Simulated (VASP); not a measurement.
# TiO2 (P4_2/mnm) in VASP: single point with r2SCAN

Aim: the single point of TiO2 with r2SCAN.

Program: VASP 6.6.1. These are calculated values, not measurements. Logs are shortened: lines on timing, memory, paths and dates and some standing lists are left out, and cuts for length are marked.

## Step 1: The cell of the first run

It takes space group P4_2/mnm (No. 136, tetragonal). Conventional cell: a = 4.594 Å, b = 4.594 Å, c = 2.959 Å, α = 90.00°, β = 90.00°, γ = 90.00°. Within 2.6 Å of Ti (site symmetry mmm) lie 6 O at 1.95 to 1.98 Å. O (site symmetry m2m) has 3 Ti at 1.95 to 1.98 Å and 1 O at 2.53 Å within 2.6 Å.

## Step 2: Single point, r2SCAN

The input, POSCAR:

```
TiO2
1.0
    4.5942279010      0.0000000000      0.0000000000
    0.0000000000      4.5942279010      0.0000000000
    0.0000000000      0.0000000000      2.9587059786
Ti O
2 4
Direct
    0.0000000000      0.0000000000      0.0000000000
    0.5000000000      0.5000000000      0.5000000000
    0.3049600000      0.3049600000      0.0000000000
    0.8049600000      0.1950400000      0.5000000000
    0.1950400000      0.8049600000      0.5000000000
    0.6950400000      0.6950400000      0.0000000000
```

The input, INCAR.step1:

```
SYSTEM = TiO2
ALGO = Normal ; EDIFF = 1E-4
ENCUT = 520 ; GGA = PE
ISMEAR = 0 ; LASPH = .True.
LCHARG = .False. ; LREAL = .False.
LWAVE = .True. ; NBANDS = 33
NELM = 100 ; PREC = Accurate
SIGMA = 0.05
```

The input, INCAR.step2:

```
SYSTEM = TiO2
ALGO = Normal ; EDIFF = 1E-6
ENCUT = 520 ; ISIF = 2
ISMEAR = 0 ; ISTART = 1
LASPH = .True. ; LCHARG = .False.
LMIXTAU = .True. ; LREAL = .False.
LWAVE = .False. ; METAGGA = R2SCAN
NBANDS = 33 ; NELM = 100
PREC = Accurate ; SIGMA = 0.05
```

The input, KPOINTS:

```
k-points
0
Gamma
  6 6 10
  0 0 0
```

Potentials or basis: VASP PAW PBE potentials, release 64 (Ti_sv, O).

Run with:

```sh
$ cat potpaw_PBE.64/Ti_sv/POTCAR potpaw_PBE.64/O/POTCAR > POTCAR
$ cp INCAR.step1 INCAR
$ mpirun -np 1 vasp_std > vasp.out
$ cp INCAR.step2 INCAR
$ mpirun -np 1 vasp_std > vasp.out
```

OUTCAR:

```text
SYSTEM = TiO2
   EDIFF = 1E-6
   ENCUT = 520
   ISIF = 2
   ISMEAR = 0
   ISTART = 1
   LASPH = .True.
   LREAL = .False.
   METAGGA = R2SCAN
   NELM = 100
   PREC = Accurate

 ion  position               nearest neighbor table
   1  0.000  0.000  0.000-   4 1.95   5 1.95   4 1.95   5 1.95   3 1.98   6 1.98
   2  0.500  0.500  0.500-   3 1.95   6 1.95   3 1.95   6 1.95   5 1.98   4 1.98
   3  0.305  0.305  0.000-   2 1.95   2 1.95   1 1.98
   4  0.805  0.195  0.500-   1 1.95   1 1.95   2 1.98
   5  0.195  0.805  0.500-   1 1.95   1 1.95   2 1.98
   6  0.695  0.695  0.000-   2 1.95   2 1.95   1 1.98

  LATTYP: Found a simple tetragonal cell.
 ALAT       =     4.5942279010
 C/A-ratio  =     0.6440050521

  Lattice vectors:

 A1 = (   4.5942279010,   0.0000000000,   0.0000000000)
 A2 = (   0.0000000000,   4.5942279010,   0.0000000000)
 A3 = (   0.0000000000,   0.0000000000,   2.9587059786)

Analysis of symmetry for initial positions (statically):
=====================================================================
 Subroutine PRICEL returns:
 Original cell was already a primitive cell.

 Routine SETGRP: Setting up the symmetry group for a
 simple tetragonal supercell.

 Subroutine GETGRP returns: Found 16 space group operations
 (whereof  8 operations were pure point group operations)
 out of a pool of 16 trial point group operations.

The static configuration has the point symmetry D_2h.
 The point group associated with its full space group is D_4h.

Analysis of symmetry for dynamics (positions and initial velocities):
=====================================================================
 Subroutine PRICEL returns:
 Original cell was already a primitive cell.

 Routine SETGRP: Setting up the symmetry group for a
 simple tetragonal supercell.

 Subroutine GETGRP returns: Found 16 space group operations
 (whereof  8 operations were pure point group operations)
 out of a pool of 16 trial point group operations.

The dynamic configuration has the point symmetry D_2h.
 The point group associated with its full space group is D_4h.

 Subroutine INISYM returns: Found 16 space group operations
 (whereof  8 operations are pure point group operations),
 and found     1 'primitive' translations

----------------------------------------------------------------------------------------

                                     Primitive cell

  volume of cell :      62.4492

  direct lattice vectors                    reciprocal lattice vectors
     4.594227901  0.000000000  0.000000000     0.217664431  0.000000000  0.000000000
     0.000000000  4.594227901  0.000000000     0.000000000  0.217664431  0.000000000
     0.000000000  0.000000000  2.958705979     0.000000000  0.000000000  0.337985595

  length of vectors
     4.594227901  4.594227901  2.958705979     0.217664431  0.217664431  0.337985595

  position of ions in fractional coordinates (direct lattice)
     0.000000000  0.000000000  0.000000000
     0.500000000  0.500000000  0.500000000
     0.304960000  0.304960000  0.000000000
     0.804960000  0.195040000  0.500000000
     0.195040000  0.804960000  0.500000000
     0.695040000  0.695040000  0.000000000

  ion indices of the primitive-cell ions
   primitive index   ion index
                 1           1
                 2           2
                 3           3
                 4           4
                 5           5
                 6           6

----------------------------------------------------------------------------------------

 KPOINTS: k-points

Automatic generation of k-mesh.
 Grid dimensions read from file:
 generate k-points for:    6    6   10

 Generating k-lattice:

  Cartesian coordinates                     Fractional coordinates (reciprocal lattice)
     0.036277405  0.000000000  0.000000000     0.166666667  0.000000000  0.000000000
     0.000000000  0.036277405  0.000000000     0.000000000  0.166666667  0.000000000
     0.000000000  0.000000000  0.033798559     0.000000000  0.000000000  0.100000000

  Length of vectors
     0.036277405  0.036277405  0.033798559

  Shift w.r.t. Gamma in fractional coordinates (k-lattice)
     0.000000000  0.000000000  0.000000000

 Subroutine IBZKPT returns following result:
 ===========================================

 Found     60 irreducible k-points:

 Following reciprocal coordinates:
            Coordinates               Weight
  0.000000  0.000000  0.000000      1.000000
  0.166667  0.000000  0.000000      4.000000
  0.333333  0.000000  0.000000      4.000000
  0.500000  0.000000  0.000000      2.000000
  0.166667  0.166667  0.000000      4.000000
  0.333333  0.166667  0.000000      8.000000
[... 16 lines left out ...]
  0.333333  0.000000  0.200000      8.000000
  0.500000  0.000000  0.200000      4.000000
 [... further k-points ...]
   k-points           NKPTS =     60   k-points in BZ     NKDIM =     60   number of bands    NBANDS=     33
   number of dos      NEDOS =    301   number of ions     NIONS =      6
   total plane-waves  NPLWV =  31104
   dimension x,y,z NGX =    36 NGY =   36 NGZ =   24
   dimension x,y,z NGXF=    72 NGYF=   72 NGZF=   48
   ions per type =               2   4
   NGX,Y,Z   is equivalent  to a cutoff of  13.03, 13.03, 13.49 a.u.
   NGXF,Y,Z  is equivalent  to a cutoff of  26.05, 26.05, 26.97 a.u.
 SYSTEM =  TiO2
   PREC   = accura    normal or accurate (medium, high low for compatibility)
   ISTART =      1    job   : 0-new  1-cont  2-samecut
   ICHARG =      0    charge: 1-file 2-atom 10-const
   ISPIN  =      1    spin polarized calculation?
   LNONCOLLINEAR =      F non collinear calculations
   LSORBIT =      F    spin-orbit coupling
   LASPH  =      T    aspherical Exc in radial PAW
   ENCUT  =  520.0 eV  38.22 Ry    6.18 a.u.   8.54  8.54  5.50*2*pi/ulx,y,z
   NELM   =    100;   NELMIN=  2; NELMDL=  0     # of ELM steps
   EDIFF  = 0.1E-05   stopping-criterion for ELM
   LREAL  =      F    real-space projection
   EDIFFG = 0.1E-04   stopping-criterion for IOM
   NSW    =      0    number of steps for IOM
   IBRION =     -1    ionic relax: 0-MD 1-quasi-New 2-CG
   NFREE  =      0    steps in history (QN), initial steepest desc. (CG)
   ISIF   =      2    stress and relaxation
   ISYM   =      2    0-nonsym 1-usesym 2-fastsym
   POTIM  = 0.5000    time-step for ionic-motion
   TEBEG  =    0.0;   TEEND  =   0.0 temperature during run
   PSTRESS=    0.0 pullay stress
   NELECT =      48.0000    total number of electrons
   NUPDOWN=      -1.0000    fix difference up-down
   EMIN   =  10.00;   EMAX   =-10.00  energy-range for DOS
   EFERMI =   0.00;   METHOD = LEGACY
   ISMEAR =     0;   SIGMA  =   0.05  broadening in eV -4-tet -1-fermi 0-gaus
   EFERMI_NEDOS =   21; number of points for ismear=-14 and -15
   IALGO  =     38    algorithm
   IMIX   =      4    mixing-type and parameters
     AMIX     =   0.40;   BMIX     =  1.00
     AMIX_MAG =   1.60;   BMIX_MAG =  1.00
  volume/ion in A,a.u.               =      10.41        70.24
  Fermi-wavevector in a.u.,A,eV,Ry     =   1.499614  2.833860 30.597373  2.248844
  Thomas-Fermi vector in A             =   2.611221
   LORBIT       =      0    0 simple, 1 ext, 2 COOP (PROOUT), +10 PAW based schemes
   METAGGA = R2SCAN    functional components
   LHFCALC =     F    Hartree Fock is set to
   AEXX    =    0.0000 exact exchange contribution
   IVDW    =     0    specifies the selected vdW correction
   LEPSILON=     F    determine dielectric tensor
   LRPA    =     F    only Hartree local field effects (RPA)
 non-spin polarized calculation
 Gauss-broadening in eV      SIGMA  =   0.05
  energy-cutoff  :      520.00
  volume of cell :       62.45
 maximum number of plane-waves:      1720
 NGX is ok and might be reduce to    36
   NGX = 17   NGY = 17   NGZ = 11

 number of electron      48.0000022 magnetization

 Free energy of the ion-electron system (eV)
  ---------------------------------------------------
  ext. energy  EPLUGINS =         0.00000000
  ---------------------------------------------------
  free energy    TOTEN  =       -69.79427131 eV

  energy without entropy =      -69.79427131  energy(sigma->0) =      -69.79427131

 E-fermi :   4.8977     XC(G=0): -12.1534

 val. band max:        4.5385027673   @ k =   0.0000   0.0000   0.0000
 cond. band min:       6.7750523870   @ k =   0.0000   0.0000   0.0000
 fundamental gap:      2.2365496196
 Fermi energy:         4.8976730664

 k-point     1 :       0.0000    0.0000    0.0000
  band No.  band energies     occupation
      1     -54.6053      2.00000
      2     -54.5874      2.00000
      3     -29.8718      2.00000
      4     -29.8718      2.00000
      5     -29.6934      2.00000
      6     -29.6933      2.00000
[... 25 lines left out ...]
     32      11.5317      0.00000
     33      11.5317      0.00000

 k-point     2 :       0.1667    0.0000    0.0000
  band No.  band energies     occupation
      1     -54.6041      2.00000
      2     -54.5886      2.00000
      3     -29.8623      2.00000
      4     -29.8615      2.00000
      5     -29.7048      2.00000
      6     -29.7039      2.00000
[... 25 lines left out ...]
     32      11.4336      0.00000
     33      11.4541      0.00000

 k-point     3 :       0.3333    0.0000    0.0000
  band No.  band energies     occupation
      1     -54.6008      2.00000
      2     -54.5919      2.00000
      3     -29.8373      2.00000
      4     -29.8352      2.00000
      5     -29.7333      2.00000
      6     -29.7311      2.00000
[... 25 lines left out ...]
     32      11.2365      0.00000
     33      11.2761      0.00000

 k-point     4 :       0.5000    0.0000    0.0000
  band No.  band energies     occupation
      1     -54.5963      2.00000
      2     -54.5963      2.00000
      3     -29.8157      2.00000
      4     -29.8157      2.00000
      5     -29.7538      2.00000
      6     -29.7538      2.00000
[... 25 lines left out ...]
     32      10.9935      0.00000
     33      11.1552      0.00000

 k-point     5 :       0.1667    0.1667    0.0000
  band No.  band energies     occupation
      1     -54.6030      2.00000
      2     -54.5896      2.00000
      3     -29.8749      2.00000
      4     -29.8339      2.00000
      5     -29.7340      2.00000
      6     -29.6915      2.00000
[... 604 lines left out ...]
 k-point    22 :       0.1667    0.0000    0.2000
  band No.  band energies     occupation
      1     -54.5886      2.00000
      2     -54.5761      2.00000
      3     -29.8358      2.00000
      4     -29.8205      2.00000
      5     -29.7995      2.00000
      6     -29.7945      2.00000
[... 25 lines left out ...]
     32      10.8096      0.00000
     33      11.0124      0.00000

 k-point    23 :       0.3333    0.0000    0.2000
  band No.  band energies     occupation
      1     -54.5859      2.00000
      2     -54.5787      2.00000
      3     -29.8371      2.00000
      4     -29.8160      2.00000
      5     -29.7920      2.00000
      6     -29.7771      2.00000
[... 25 lines left out ...]
     32      10.4043      0.00000
     33      11.0172      0.00000

 k-point    24 :       0.5000    0.0000    0.2000
  band No.  band energies     occupation
      1     -54.5823      2.00000
      2     -54.5823      2.00000
      3     -29.8284      2.00000
      4     -29.8284      2.00000
      5     -29.7728      2.00000
      6     -29.7728      2.00000
[... 25 lines left out ...]
     32      10.2044      0.00000
     33      11.4211      0.00000

 [... further k-points ...]
[... 5 lines left out ...]
  --------------------------------------------------------------------------------------
  -------------------------------------------------------------------------------------
  Total        0.4394597      0.4394597      0.4540370      0.0000000      0.0000000      0.0000000
  in kB       11.2746415     11.2746415     11.6486337      0.0000000      0.0000000      0.0000000
  external PRESSURE =      11.3993055 kB  Pullay stress =       0.0000000 kB

 VOLUME and BASIS-vectors are now :
 -----------------------------------------------------------------------------
  energy-cutoff  :      520.00
  volume of cell :       62.45
      direct lattice vectors                 reciprocal lattice vectors
     4.594227901  0.000000000  0.000000000     0.217664431  0.000000000  0.000000000
     0.000000000  4.594227901  0.000000000     0.000000000  0.217664431  0.000000000
     0.000000000  0.000000000  2.958705979     0.000000000  0.000000000  0.337985595

 POSITION                                       TOTAL-FORCE (eV/Angst)
 -----------------------------------------------------------------------------------
      0.00000      0.00000      0.00000        -0.000000     -0.000000      0.000000
      2.29711      2.29711      1.47935        -0.000000     -0.000000      0.000000
      1.40106      1.40106      0.00000        -0.054902     -0.054902     -0.000000
      3.69817      0.89606      1.47935        -0.054902      0.054902      0.000000
      0.89606      3.69817      1.47935         0.054902     -0.054902      0.000000
      3.19317      3.19317      0.00000         0.054902      0.054902      0.000000
 -----------------------------------------------------------------------------------
    total drift:                                0.000000      0.000000     -0.000000

  FREE ENERGIE OF THE ION-ELECTRON SYSTEM (eV)
  ---------------------------------------------------
  free  energy   TOTEN  =       -69.7942713134 eV

  energy  without entropy=      -69.7942713134  energy(sigma->0) =      -69.79427131
```

Run time: 6.3 min. Hardware: 1 thread of Intel Xeon Platinum 8175M at 2.50GHz (Skylake/Cascade Lake), shared host; peak memory 0.24 GiB.

What came out:

```
Free energy            : -69.7943 eV
Pressure               : 1.1 GPa
Largest force          : 0.078 eV/Å
Band gap on the k mesh : 2.24 eV, direct
```

Forces in eV/Å, atoms in the order of the input:
```
Ti   0.000  0.000  0.000
Ti   0.000  0.000  0.000
O   -0.055 -0.055  0.000
O   -0.055  0.055  0.000
O    0.055 -0.055  0.000
O    0.055  0.055  0.000
```

Levels at points of the mesh, in eV from the valence-band top:
```csv
k point,band 22,band 23,band 24,band 25,band 26,band 27
"(0.00, 0.00, 0.00)",-0.48,-0.48,0.00,2.24,2.57,2.79
"(0.50, 0.00, 0.00)",-1.71,-0.77,-0.77,2.93,2.93,3.40
"(0.50, 0.50, 0.00)",-1.39,-1.11,-1.11,2.28,2.28,2.90
"(0.00, 0.00, 0.50)",-2.40,-1.48,-1.48,3.33,3.33,3.57
"(0.50, 0.00, 0.50)",-2.07,-1.09,-1.09,2.29,2.29,3.60
"(0.50, 0.50, 0.50)",-1.31,-0.72,-0.72,2.96,2.96,3.61
```

Caveat: the PAW data sets were made with another functional, which shifts forces and pressure a little.
